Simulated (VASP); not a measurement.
# Se (Pm-3m) in VASP: further runs

Runs on Se. Level: PBE. Tasks: single point, relaxation of cell and atoms.

Program: VASP 6.6.1. These are calculated values, not measurements. Logs are shortened: lines on timing, memory, paths and dates and some standing lists are left out, and cuts for length are marked.

## Step 1: The cell of the first run

It takes space group Pm-3m (No. 221, cubic). The conventional cell has a = 2.053 Å, b = 2.053 Å, c = 2.053 Å, α = 90.00°, β = 90.00°, γ = 90.00°. Se (site symmetry m-3m) has 6 Se at 2.05 Å within 2.7 Å.

## Step 2: Single point, PBE

File INCAR:

```
SYSTEM = Se
PREC = Accurate
ENCUT = 520
EDIFF = 1E-6
ISMEAR = -1
SIGMA = 0.1
LREAL = .False.
LASPH = .True.
NELM = 100
ALGO = Normal
ISIF = 2
LWAVE = .False.
LCHARG = .False.
GGA = PE
NBANDS = 9
```

File KPOINTS:

```
regular mesh
0
Gamma
  18 18 18
  0 0 0
```

File POSCAR:

```
Se
1.0
    2.0527137858      0.0000000000      0.0000000000
    0.0000000000      2.0527137858      0.0000000000
    0.0000000000      0.0000000000      2.0527137858
Se
1
Direct
    0.0000000000      0.0000000000      0.0000000000
```

Potentials or basis: VASP PAW PBE potentials, release 64 (Se).

Launch:

```sh
cat potpaw_PBE.64/Se/POTCAR > POTCAR
mpirun -np 1 vasp_std > vasp.out
```

OUTCAR:

```text
SYSTEM = Se
   PREC = Accurate
   ENCUT = 520
   EDIFF = 1E-6
   ISMEAR = -1
   LREAL = .False.
   LASPH = .True.
   NELM = 100
   ISIF = 2
   GGA = PE

 ion  position               nearest neighbor table
   1  0.000  0.000  0.000-

  LATTYP: Found a simple cubic cell.
 ALAT       =     2.0527137858

  Lattice vectors:

 A1 = (   2.0527137858,   0.0000000000,   0.0000000000)
 A2 = (   0.0000000000,   2.0527137858,   0.0000000000)
 A3 = (   0.0000000000,   0.0000000000,   2.0527137858)

Analysis of symmetry for initial positions (statically):
=====================================================================
 Subroutine PRICEL returns:
 Original cell was already a primitive cell.

 Routine SETGRP: Setting up the symmetry group for a
 simple cubic supercell.

 Subroutine GETGRP returns: Found 48 space group operations
 (whereof 48 operations were pure point group operations)
 out of a pool of 48 trial point group operations.

The static configuration has the point symmetry O_h .

Analysis of symmetry for dynamics (positions and initial velocities):
=====================================================================
 Subroutine PRICEL returns:
 Original cell was already a primitive cell.

 Routine SETGRP: Setting up the symmetry group for a
 simple cubic supercell.

 Subroutine GETGRP returns: Found 48 space group operations
 (whereof 48 operations were pure point group operations)
 out of a pool of 48 trial point group operations.

The dynamic configuration has the point symmetry O_h .

 Subroutine INISYM returns: Found 48 space group operations
 (whereof 48 operations are pure point group operations),
 and found     1 'primitive' translations

----------------------------------------------------------------------------------------

                                     Primitive cell

  volume of cell :       8.6494

  direct lattice vectors                    reciprocal lattice vectors
     2.052713786  0.000000000  0.000000000     0.487159977  0.000000000  0.000000000
     0.000000000  2.052713786  0.000000000     0.000000000  0.487159977  0.000000000
     0.000000000  0.000000000  2.052713786     0.000000000  0.000000000  0.487159977

  length of vectors
     2.052713786  2.052713786  2.052713786     0.487159977  0.487159977  0.487159977

  position of ions in fractional coordinates (direct lattice)
     0.000000000  0.000000000  0.000000000

  ion indices of the primitive-cell ions
   primitive index   ion index
                 1           1

----------------------------------------------------------------------------------------

 KPOINTS: regular mesh

Automatic generation of k-mesh.
 Grid dimensions read from file:
 generate k-points for:   18   18   18

 Generating k-lattice:

  Cartesian coordinates                     Fractional coordinates (reciprocal lattice)
     0.027064443  0.000000000  0.000000000     0.055555556  0.000000000  0.000000000
     0.000000000  0.027064443  0.000000000     0.000000000  0.055555556  0.000000000
     0.000000000  0.000000000  0.027064443     0.000000000  0.000000000  0.055555556

  Length of vectors
     0.027064443  0.027064443  0.027064443

  Shift w.r.t. Gamma in fractional coordinates (k-lattice)
     0.000000000  0.000000000  0.000000000

 Subroutine IBZKPT returns following result:
 ===========================================

 Found    220 irreducible k-points:

 Following reciprocal coordinates:
            Coordinates               Weight
  0.000000  0.000000  0.000000      1.000000
  0.055556  0.000000  0.000000      6.000000
  0.111111  0.000000  0.000000      6.000000
  0.166667  0.000000  0.000000      6.000000
  0.222222  0.000000  0.000000      6.000000
  0.277778  0.000000  0.000000      6.000000
[... 16 lines left out ...]
  0.277778  0.111111  0.000000     24.000000
  0.333333  0.111111  0.000000     24.000000
 [... further k-points ...]
   k-points           NKPTS =    220   k-points in BZ     NKDIM =    220   number of bands    NBANDS=      9
   number of dos      NEDOS =    301   number of ions     NIONS =      1
   total plane-waves  NPLWV =   4096
   dimension x,y,z NGX =    16 NGY =   16 NGZ =   16
   dimension x,y,z NGXF=    32 NGYF=   32 NGZF=   32
   ions per type =               1
   NGX,Y,Z   is equivalent  to a cutoff of  12.96, 12.96, 12.96 a.u.
   NGXF,Y,Z  is equivalent  to a cutoff of  25.92, 25.92, 25.92 a.u.
 SYSTEM =  Se
   PREC   = accura    normal or accurate (medium, high low for compatibility)
   ISTART =      0    job   : 0-new  1-cont  2-samecut
   ICHARG =      2    charge: 1-file 2-atom 10-const
   ISPIN  =      1    spin polarized calculation?
   LNONCOLLINEAR =      F non collinear calculations
   LSORBIT =      F    spin-orbit coupling
   LASPH  =      T    aspherical Exc in radial PAW
   ENCUT  =  520.0 eV  38.22 Ry    6.18 a.u.   3.82  3.82  3.82*2*pi/ulx,y,z
   NELM   =    100;   NELMIN=  2; NELMDL= -5     # of ELM steps
   EDIFF  = 0.1E-05   stopping-criterion for ELM
   LREAL  =      F    real-space projection
   EDIFFG = 0.1E-04   stopping-criterion for IOM
   NSW    =      0    number of steps for IOM
   IBRION =     -1    ionic relax: 0-MD 1-quasi-New 2-CG
   NFREE  =      0    steps in history (QN), initial steepest desc. (CG)
   ISIF   =      2    stress and relaxation
   ISYM   =      2    0-nonsym 1-usesym 2-fastsym
   POTIM  = 0.5000    time-step for ionic-motion
   TEBEG  =    0.0;   TEEND  =   0.0 temperature during run
   PSTRESS=    0.0 pullay stress
   NELECT =       6.0000    total number of electrons
   NUPDOWN=      -1.0000    fix difference up-down
   EMIN   =  10.00;   EMAX   =-10.00  energy-range for DOS
   EFERMI =   0.00;   METHOD = LEGACY
   ISMEAR =    -1;   SIGMA  =   0.10  broadening in eV -4-tet -1-fermi 0-gaus
   EFERMI_NEDOS =   21; number of points for ismear=-14 and -15
   IALGO  =     38    algorithm
   IMIX   =      4    mixing-type and parameters
     AMIX     =   0.40;   BMIX     =  1.00
     AMIX_MAG =   1.60;   BMIX_MAG =  1.00
  volume/ion in A,a.u.               =       8.65        58.37
  Fermi-wavevector in a.u.,A,eV,Ry     =   1.449206  2.738603 28.574937  2.100199
  Thomas-Fermi vector in A             =   2.566959
   LORBIT       =      0    0 simple, 1 ext, 2 COOP (PROOUT), +10 PAW based schemes
   GGA     = PE    functional components
   LHFCALC =     F    Hartree Fock is set to
   AEXX    =    0.0000 exact exchange contribution
   IVDW    =     0    specifies the selected vdW correction
   LEPSILON=     F    determine dielectric tensor
   LRPA    =     F    only Hartree local field effects (RPA)
 non-spin polarized calculation
  energy-cutoff  :      520.00
  volume of cell :        8.65
 maximum number of plane-waves:       251
 NGX is ok and might be reduce to    16
   NGX =  7   NGY =  7   NGZ =  7

 number of electron       6.0000002 magnetization

 Free energy of the ion-electron system (eV)
  ---------------------------------------------------
  ext. energy  EPLUGINS =         0.00000000
  ---------------------------------------------------
  free energy    TOTEN  =         5.92155463 eV

  energy without entropy =        5.93338498  energy(sigma->0) =        5.92746980

 E-fermi :  21.5191     XC(G=0): -14.7560

 val. band max:       21.5053068955   @ k =   0.4444   0.3889   0.3333
 cond. band min:      21.5468168906   @ k =   0.3889   0.3889   0.1667
 fundamental gap:      0.0415099951
 Fermi energy:        21.5191199654

 k-point     1 :       0.0000    0.0000    0.0000
  band No.  band energies     occupation
      1      -8.2853      2.00000
      2      25.4946      0.00000
      3      25.4946      0.00000
      4      25.4946      0.00000
      5      27.9196      0.00000
      6      27.9196      0.00000
      7      37.9959      0.00000
      8      58.0815      0.00000
      9      58.0820      0.00000

 k-point     2 :       0.0556    0.0000    0.0000
  band No.  band energies     occupation
      1      -8.1753      2.00000
      2      23.2163      0.00000
      3      25.6085      0.00000
      4      25.6085      0.00000
      5      28.0058      0.00000
      6      29.9480      0.00000
      7      38.4573      0.00000
      8      55.7664      0.00000
      9      55.7666      0.00000

 k-point     3 :       0.1111    0.0000    0.0000
  band No.  band energies     occupation
      1      -7.8450      2.00000
      2      20.0251      2.00000
      3      25.9479      0.00000
      4      25.9479      0.00000
      5      28.2637      0.00000
      6      32.2493      0.00000
      7      39.9741      0.00000
      8      52.9581      0.00000
      9      52.9594      0.00000

 k-point     4 :       0.1667    0.0000    0.0000
  band No.  band energies     occupation
      1      -7.2945      2.00000
      2      16.8386      2.00000
      3      26.5055      0.00000
      4      26.5055      0.00000
      5      28.6917      0.00000
      6      33.8396      0.00000
      7      42.5803      0.00000
      8      50.1739      0.00000
      9      50.1744      0.00000

 k-point     5 :       0.2222    0.0000    0.0000
  band No.  band energies     occupation
      1      -6.5241      2.00000
      2      13.7650      2.00000
      3      27.2681      0.00000
      4      27.2681      0.00000
      5      29.2842      0.00000
      6      34.9501      0.00000
      7      45.8254      0.00000
      8      47.5000      0.00000
      9      47.5139      0.00000

 k-point     6 :       0.2778    0.0000    0.0000
  band No.  band energies     occupation
      1      -5.5357      2.00000
      2      10.8513      2.00000
      3      28.2133      0.00000
      4      28.2133      0.00000
      5      30.0313      0.00000
      6      35.8812      0.00000
      7      44.9846      0.00000
      8      44.9846      0.00000
      9      45.1899      0.00000
[... 169 lines left out ...]
 k-point    21 :       0.1667    0.1111    0.0000
  band No.  band energies     occupation
      1      -6.8551      2.00000
      2      17.0947      2.00000
      3      21.3422      1.70878
      4      26.9587      0.00000
      5      31.3327      0.00000
      6      36.9644      0.00000
      7      42.6387      0.00000
      8      45.3605      0.00000
      9      50.4014      0.00000

 k-point    22 :       0.2222    0.1111    0.0000
  band No.  band energies     occupation
      1      -6.0855      2.00000
      2      14.1158      2.00000
      3      21.9797      0.01980
      4      27.7217      0.00000
      5      32.0033      0.00000
      6      38.0856      0.00000
      7      41.8171      0.00000
      8      46.4991      0.00000
      9      47.8303      0.00000

 k-point    23 :       0.2778    0.1111    0.0000
  band No.  band energies     occupation
      1      -5.0984      2.00000
      2      11.2367      2.00000
      3      22.8566      0.00000
      4      28.6679      0.00000
      5      32.7691      0.00000
      6      38.0168      0.00000
      7      40.4708      0.00000
      8      45.3420      0.00000
      9      47.8183      0.00000

 k-point    24 :       0.3333    0.1111    0.0000
  band No.  band energies     occupation
      1      -3.9001      2.00000
      2       8.5340      2.00000
      3      23.9026      0.00000
      4      29.7576      0.00000
      5      33.5399      0.00000
      6      36.4841      0.00000
      7      40.5086      0.00000
      8      43.0407      0.00000
      9      46.4912      0.00000

 [... further k-points ...]
[... 5 lines left out ...]
  --------------------------------------------------------------------------------------
  -------------------------------------------------------------------------------------
  Total       25.4790473     25.4790473     25.4790473      0.0000000     -0.0000000     -0.0000000
  in kB     4719.6367065   4719.6367065   4719.6367065      0.0000000     -0.0000000     -0.0000000
  external PRESSURE =    4719.6367065 kB  Pullay stress =       0.0000000 kB

 VOLUME and BASIS-vectors are now :
 -----------------------------------------------------------------------------
  energy-cutoff  :      520.00
  volume of cell :        8.65
      direct lattice vectors                 reciprocal lattice vectors
     2.052713786  0.000000000  0.000000000     0.487159977  0.000000000  0.000000000
     0.000000000  2.052713786  0.000000000     0.000000000  0.487159977  0.000000000
     0.000000000  0.000000000  2.052713786     0.000000000  0.000000000  0.487159977

 POSITION                                       TOTAL-FORCE (eV/Angst)
 -----------------------------------------------------------------------------------
      0.00000      0.00000      0.00000         0.000000      0.000000      0.000000
 -----------------------------------------------------------------------------------
    total drift:                                0.000000      0.000000     -0.000000

  FREE ENERGIE OF THE ION-ELECTRON SYSTEM (eV)
  ---------------------------------------------------
  free  energy   TOTEN  =         5.9215546317 eV

  energy  without entropy=        5.9333849762  energy(sigma->0) =        5.92746980
```

Wall time 4.4 s (1 thread of Intel Xeon 6975P-C (Granite Rapids), shared host); peak memory 0.12 GiB.

Results:

* Free energy: 5.9216 eV
* Pressure: 472.0 GPa
* Band gap on the k mesh: zero (band 3 reaches 31.90 eV, above the bottom of band 4 at 16.46 eV)

Levels at points of the mesh, in eV from the Fermi level:
```
           k point  band 1  band 2  band 3  band 4  band 5  band 6
(0.00, 0.00, 0.00)  -29.80    3.98    3.98    3.98    6.40    6.40
(0.50, 0.00, 0.00)  -22.02  -19.21   10.38   10.38   11.57   16.96
(0.50, 0.50, 0.00)  -13.36  -13.36  -13.11   -5.06   17.53   22.26
(0.50, 0.50, 0.50)   -7.66   -7.66   -7.66   -0.85    1.24    1.24
```

(Continued in part 2 of 2.)
